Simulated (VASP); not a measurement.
# Pd (Fm-3m) in VASP: further runs

Pd is run at these levels: RPBE; tasks: single point.

Everything below comes from runs of VASP 6.6.1. Logs are shortened: lines on timing, memory, paths and dates and some standing lists are left out, and cuts for length are marked.

## Step 1: The cell of the first run

The structure is cubic, space group Fm-3m (No. 225). The conventional cell has a = 3.876 Å, b = 3.876 Å, c = 3.876 Å, α = 90.00°, β = 90.00°, γ = 90.00°. Pd (site symmetry m-3m) has 12 Pd at 2.74 Å within 3.6 Å.

## Step 2: Single point, RPBE (volume scaled by 0.92)

INCAR

```
SYSTEM = Pd
PREC = Accurate
ENCUT = 520
EDIFF = 1E-6
ISMEAR = -1
SIGMA = 0.1
LREAL = .FALSE.
LASPH = .TRUE.
NELM = 80
ALGO = Normal
ISIF = 2
LWAVE = .FALSE.
LCHARG = .FALSE.
GGA = RP
NBANDS = 11
```

KPOINTS

```
regular mesh
0
G
  22 22 22
  0 0 0
```

POSCAR

```
Pd
1.0
    0.0000000000      1.9379364727      1.9379364727
    1.9379364727      0.0000000000      1.9379364727
    1.9379364727      1.9379364727      0.0000000000
Pd
1
Direct
    0.0000000000      0.0000000000      0.0000000000
```

Potentials or basis: VASP PAW PBE potentials, release 64 (Pd).

Command:

```bash
> cat potpaw_PBE.64/Pd/POTCAR > POTCAR
> mpirun -np 1 vasp_std > vasp.out
```

OUTCAR:

```text
SYSTEM = Pd
   PREC = Accurate
   ENCUT = 520
   EDIFF = 1E-6
   ISMEAR = -1
   LREAL = .FALSE.
   LASPH = .TRUE.
   NELM = 80
   ISIF = 2
   GGA = RP

 ion  position               nearest neighbor table
   1  0.000  0.000  0.000-

  LATTYP: Found a face centered cubic cell.
 ALAT       =     3.8758729454

  Lattice vectors:

 A1 = (   0.0000000000,   1.9379364727,   1.9379364727)
 A2 = (   1.9379364727,   0.0000000000,   1.9379364727)
 A3 = (   1.9379364727,   1.9379364727,   0.0000000000)

Analysis of symmetry for initial positions (statically):
=====================================================================
 Subroutine PRICEL returns:
 Original cell was already a primitive cell.

 Routine SETGRP: Setting up the symmetry group for a
 face centered cubic supercell.

 Subroutine GETGRP returns: Found 48 space group operations
 (whereof 48 operations were pure point group operations)
 out of a pool of 48 trial point group operations.

The static configuration has the point symmetry O_h .

Analysis of symmetry for dynamics (positions and initial velocities):
=====================================================================
 Subroutine PRICEL returns:
 Original cell was already a primitive cell.

 Routine SETGRP: Setting up the symmetry group for a
 face centered cubic supercell.

 Subroutine GETGRP returns: Found 48 space group operations
 (whereof 48 operations were pure point group operations)
 out of a pool of 48 trial point group operations.

The dynamic configuration has the point symmetry O_h .

 Subroutine INISYM returns: Found 48 space group operations
 (whereof 48 operations are pure point group operations),
 and found     1 'primitive' translations

----------------------------------------------------------------------------------------

                                     Primitive cell

  volume of cell :      14.5562

  direct lattice vectors                    reciprocal lattice vectors
     0.000000000  1.937936473  1.937936473    -0.258006393  0.258006393  0.258006393
     1.937936473  0.000000000  1.937936473     0.258006393 -0.258006393  0.258006393
     1.937936473  1.937936473  0.000000000     0.258006393  0.258006393 -0.258006393

  length of vectors
     2.740656043  2.740656043  2.740656043     0.446880182  0.446880182  0.446880182

  position of ions in fractional coordinates (direct lattice)
     0.000000000  0.000000000  0.000000000

  ion indices of the primitive-cell ions
   primitive index   ion index
                 1           1

----------------------------------------------------------------------------------------

 KPOINTS: regular mesh

Automatic generation of k-mesh.
 Grid dimensions read from file:
 generate k-points for:   22   22   22

 Generating k-lattice:

  Cartesian coordinates                     Fractional coordinates (reciprocal lattice)
    -0.011727563  0.011727563  0.011727563     0.045454545  0.000000000  0.000000000
     0.011727563 -0.011727563  0.011727563     0.000000000  0.045454545  0.000000000
     0.011727563  0.011727563 -0.011727563     0.000000000  0.000000000  0.045454545

  Length of vectors
     0.020312736  0.020312736  0.020312736

  Shift w.r.t. Gamma in fractional coordinates (k-lattice)
     0.000000000  0.000000000  0.000000000

 Subroutine IBZKPT returns following result:
 ===========================================

 Found    328 irreducible k-points:

 Following reciprocal coordinates:
            Coordinates               Weight
  0.000000  0.000000  0.000000      1.000000
  0.045455  0.000000  0.000000      8.000000
  0.090909  0.000000  0.000000      8.000000
  0.136364  0.000000  0.000000      8.000000
  0.181818  0.000000  0.000000      8.000000
  0.227273  0.000000  0.000000      8.000000
[... 16 lines left out ...]
  0.500000  0.045455  0.000000     24.000000
 -0.454545  0.045455  0.000000     24.000000
 [... further k-points ...]
   k-points           NKPTS =    328   k-points in BZ     NKDIM =    328   number of bands    NBANDS=     11
   number of dos      NEDOS =    301   number of ions     NIONS =      1
   total plane-waves  NPLWV =   8000
   dimension x,y,z NGX =    20 NGY =   20 NGZ =   20
   dimension x,y,z NGXF=    40 NGYF=   40 NGZF=   40
   ions per type =               1
   NGX,Y,Z   is equivalent  to a cutoff of  12.13, 12.13, 12.13 a.u.
   NGXF,Y,Z  is equivalent  to a cutoff of  24.26, 24.26, 24.26 a.u.
 SYSTEM =  Pd
   PREC   = accura    normal or accurate (medium, high low for compatibility)
   ISTART =      0    job   : 0-new  1-cont  2-samecut
   ICHARG =      2    charge: 1-file 2-atom 10-const
   ISPIN  =      1    spin polarized calculation?
   LNONCOLLINEAR =      F non collinear calculations
   LSORBIT =      F    spin-orbit coupling
   LASPH  =      T    aspherical Exc in radial PAW
   ENCUT  =  520.0 eV  38.22 Ry    6.18 a.u.   5.10  5.10  5.10*2*pi/ulx,y,z
   NELM   =     80;   NELMIN=  2; NELMDL= -5     # of ELM steps
   EDIFF  = 0.1E-05   stopping-criterion for ELM
   LREAL  =      F    real-space projection
   EDIFFG = 0.1E-04   stopping-criterion for IOM
   NSW    =      0    number of steps for IOM
   IBRION =     -1    ionic relax: 0-MD 1-quasi-New 2-CG
   NFREE  =      0    steps in history (QN), initial steepest desc. (CG)
   ISIF   =      2    stress and relaxation
   ISYM   =      2    0-nonsym 1-usesym 2-fastsym
   POTIM  = 0.5000    time-step for ionic-motion
   TEBEG  =    0.0;   TEEND  =   0.0 temperature during run
   PSTRESS=    0.0 pullay stress
   NELECT =      10.0000    total number of electrons
   NUPDOWN=      -1.0000    fix difference up-down
   EMIN   =  10.00;   EMAX   =-10.00  energy-range for DOS
   EFERMI =   0.00;   METHOD = LEGACY
   ISMEAR =    -1;   SIGMA  =   0.10  broadening in eV -4-tet -1-fermi 0-gaus
   EFERMI_NEDOS =   21; number of points for ismear=-14 and -15
   IALGO  =     38    algorithm
   IMIX   =      4    mixing-type and parameters
     AMIX     =   0.40;   BMIX     =  1.00
     AMIX_MAG =   1.60;   BMIX_MAG =  1.00
  volume/ion in A,a.u.               =      14.56        98.23
  Fermi-wavevector in a.u.,A,eV,Ry     =   1.444526  2.729758 28.390661  2.086655
  Thomas-Fermi vector in A             =   2.562811
   LORBIT       =      0    0 simple, 1 ext, 2 COOP (PROOUT), +10 PAW based schemes
   GGA     = RP    functional components
   LHFCALC =     F    Hartree Fock is set to
   AEXX    =    0.0000 exact exchange contribution
   IVDW    =     0    specifies the selected vdW correction
   LEPSILON=     F    determine dielectric tensor
   LRPA    =     F    only Hartree local field effects (RPA)
 non-spin polarized calculation
  energy-cutoff  :      520.00
  volume of cell :       14.56
 maximum number of plane-waves:       403
   NGX = 11   NGY = 11   NGZ = 11

 number of electron      10.0000002 magnetization

 Free energy of the ion-electron system (eV)
  ---------------------------------------------------
  ext. energy  EPLUGINS =         0.00000000
  ---------------------------------------------------
  free energy    TOTEN  =        -4.61152511 eV

  energy without entropy =       -4.54788755  energy(sigma->0) =       -4.57970633

 E-fermi :  10.1391     XC(G=0): -13.1649

 val. band max:       10.1360645954   @ k =   0.5000   0.1818   0.0000
 cond. band min:      10.1409352844   @ k =   0.3636   0.3182   0.0455
 fundamental gap:      0.0048706889
 Fermi energy:        10.1390884950

 k-point     1 :       0.0000    0.0000    0.0000
  band No.  band energies     occupation
      1       2.9135      2.00000
      2       7.2208      2.00000
      3       7.2208      2.00000
      4       7.2208      2.00000
      5       8.8553      1.99999
      6       8.8553      1.99999
      7      27.3084      0.00000
      8      32.1873      0.00000
      9      32.1873      0.00000
     10      32.1873      0.00000
     11      36.3513      0.00000

 k-point     2 :       0.0455    0.0000    0.0000
  band No.  band energies     occupation
      1       2.9899      2.00000
      2       7.1929      2.00000
      3       7.2478      2.00000
      4       7.2478      2.00000
      5       8.8419      2.00000
      6       8.8419      2.00000
      7      27.3933      0.00000
      8      31.6515      0.00000
      9      32.2773      0.00000
     10      32.2773      0.00000
     11      36.3816      0.00000

 k-point     3 :       0.0909    0.0000    0.0000
  band No.  band energies     occupation
      1       3.2134      2.00000
      2       7.1184      2.00000
      3       7.3220      2.00000
      4       7.3220      2.00000
      5       8.8096      2.00000
      6       8.8096      2.00000
      7      27.6122      0.00000
      8      30.4678      0.00000
      9      32.5384      0.00000
     10      32.5384      0.00000
     11      36.4139      0.00000

 k-point     4 :       0.1364    0.0000    0.0000
  band No.  band energies     occupation
      1       3.5647      2.00000
      2       7.0268      2.00000
      3       7.4210      2.00000
      4       7.4210      2.00000
      5       8.7831      2.00000
      6       8.7831      2.00000
      7      27.7864      0.00000
      8      29.1700      0.00000
      9      32.9414      0.00000
     10      32.9414      0.00000
     11      36.4129      0.00000

 k-point     5 :       0.1818    0.0000    0.0000
  band No.  band energies     occupation
      1       3.9997      2.00000
      2       6.9748      2.00000
      3       7.5044      2.00000
      4       7.5044      2.00000
      5       8.8046      2.00000
      6       8.8046      2.00000
      7      27.0865      0.00000
      8      28.5853      0.00000
      9      33.4270      0.00000
     10      33.4270      0.00000
     11      36.3324      0.00000

 k-point     6 :       0.2273    0.0000    0.0000
  band No.  band energies     occupation
      1       4.4297      2.00000
      2       7.0619      2.00000
      3       7.5296      2.00000
      4       7.5296      2.00000
      5       8.9164      1.99999
      6       8.9164      1.99999
      7      25.5922      0.00000
      8      28.4966      0.00000
      9      33.8641      0.00000
     10      33.8641      0.00000
     11      36.0174      0.00000

 k-point     7 :       0.2727    0.0000    0.0000
  band No.  band energies     occupation
      1       4.7286      2.00000
      2       7.4186      2.00000
      3       7.4878      2.00000
      4       7.4878      2.00000
      5       9.1217      1.99992
      6       9.1217      1.99992
      7      23.9500      0.00000
      8      28.2151      0.00000
      9      33.9342      0.00000
     10      33.9342      0.00000
     11      36.1984      0.00000

 k-point     8 :       0.3182    0.0000    0.0000
  band No.  band energies     occupation
      1       4.8422      2.00000
      2       7.4058      2.00000
      3       7.4058      2.00000
      4       8.0920      2.00000
      5       9.3823      1.99897
      6       9.3823      1.99897
      7      22.2737      0.00000
      8      27.7799      0.00000
      9      33.3972      0.00000
     10      33.3972      0.00000
     11      36.5592      0.00000
[... 141 lines left out ...]
 k-point    19 :       0.3182    0.0455    0.0000
  band No.  band energies     occupation
      1       4.8795      2.00000
      2       7.3947      2.00000
      3       7.4896      2.00000
      4       7.6801      2.00000
      5       9.2933      1.99958
      6       9.4582      1.99779
      7      22.8694      0.00000
      8      27.9694      0.00000
      9      32.3813      0.00000
     10      34.1531      0.00000
     11      35.9412      0.00000

 k-point    20 :       0.3636    0.0455    0.0000
  band No.  band energies     occupation
      1       4.8997      2.00000
      2       7.3009      2.00000
      3       7.4011      2.00000
      4       8.3678      2.00000
      5       9.7049      1.97431
      6       9.7413      1.96325
      7      21.2048      0.00000
      8      27.5202      0.00000
      9      31.9199      0.00000
     10      33.1570      0.00000
     11      36.5127      0.00000

 k-point    21 :       0.4091    0.0455    0.0000
  band No.  band energies     occupation
      1       4.8584      2.00000
      2       7.2122      2.00000
      3       7.3160      2.00000
      4       9.0216      1.99997
      5       9.9150      1.80774
      6      10.3424      0.23158
      7      19.6491      0.00000
      8      27.1311      0.00000
      9      31.4869      0.00000
     10      32.2589      0.00000
     11      36.3960      0.00000

 k-point    22 :       0.4545    0.0455    0.0000
  band No.  band energies     occupation
      1       4.8115      2.00000
      2       7.1512      2.00000
      3       7.2507      2.00000
      4       9.4535      1.99790
      5      10.0510      1.41383
      6      11.0553      0.00021
      7      18.3596      0.00000
      8      26.8597      0.00000
      9      31.2221      0.00000
     10      31.5652      0.00000
     11      36.3982      0.00000

 k-point    23 :       0.5000    0.0455    0.0000
  band No.  band energies     occupation
      1       4.7860      2.00000
      2       7.1257      2.00000
      3       7.2153      2.00000
      4       9.6611      1.98334
      5      10.0878      1.25082
      6      11.5505      0.00000
      7      17.6292      0.00000
      8      26.7312      0.00000
      9      31.1292      0.00000
     10      31.2055      0.00000
     11      36.3986      0.00000

 k-point    24 :      -0.4545    0.0455    0.0000
  band No.  band energies     occupation
      1       4.7919      2.00000
      2       7.1382      2.00000
      3       7.2149      2.00000
      4       9.6676      1.98223
      5      10.0162      1.54735
      6      11.4547      0.00000
      7      17.7878      0.00000
      8      26.7540      0.00000
      9      30.9730      0.00000
     10      31.4739      0.00000
     11      36.3976      0.00000

 [... further k-points ...]
[... 5 lines left out ...]
  --------------------------------------------------------------------------------------
  -------------------------------------------------------------------------------------
  Total        1.3471755      1.3471755      1.3471755      0.0000000      0.0000000     -0.0000000
  in kB      148.2812223    148.2812223    148.2812223      0.0000000      0.0000000     -0.0000000
  external PRESSURE =     148.2812223 kB  Pullay stress =       0.0000000 kB

 VOLUME and BASIS-vectors are now :
 -----------------------------------------------------------------------------
  energy-cutoff  :      520.00
  volume of cell :       14.56
      direct lattice vectors                 reciprocal lattice vectors
     0.000000000  1.937936473  1.937936473    -0.258006393  0.258006393  0.258006393
     1.937936473  0.000000000  1.937936473     0.258006393 -0.258006393  0.258006393
     1.937936473  1.937936473  0.000000000     0.258006393  0.258006393 -0.258006393

 POSITION                                       TOTAL-FORCE (eV/Angst)
 -----------------------------------------------------------------------------------
      0.00000      0.00000      0.00000        -0.000000     -0.000000     -0.000000
 -----------------------------------------------------------------------------------
    total drift:                                0.000000      0.000000      0.000000

  FREE ENERGIE OF THE ION-ELECTRON SYSTEM (eV)
  ---------------------------------------------------
  free  energy   TOTEN  =        -4.6115251064 eV

  energy  without entropy=       -4.5478875544  energy(sigma->0) =       -4.57970633
```

Wall time 23 s (1 thread of Intel Xeon Platinum 8375C at 2.90GHz (Ice Lake), shared host); peak memory 0.16 GiB.

Results:

```
Free energy            : -4.6115 eV
Pressure               : 14.8 GPa
Band gap on the k mesh : zero (band 5 reaches 10.41 eV, above the bottom of band 6 at 8.78 eV)
```

Levels at points of the mesh, in eV from the Fermi level:
```tsv
k point	band 3	band 4	band 5	band 6	band 7	band 8
(0.00, 0.00, 0.00)	-2.92	-2.92	-1.28	-1.28	17.17	22.05
(0.50, 0.00, 0.00)	-2.97	-0.05	-0.05	0.99	7.44	16.53
(0.50, 0.50, 0.00)	-0.09	0.27	0.27	3.36	10.92	13.31
```

Caveat: the PAW data sets were made with another functional, which shifts forces and pressure a little.

(Part 1 of 2 ends here.)
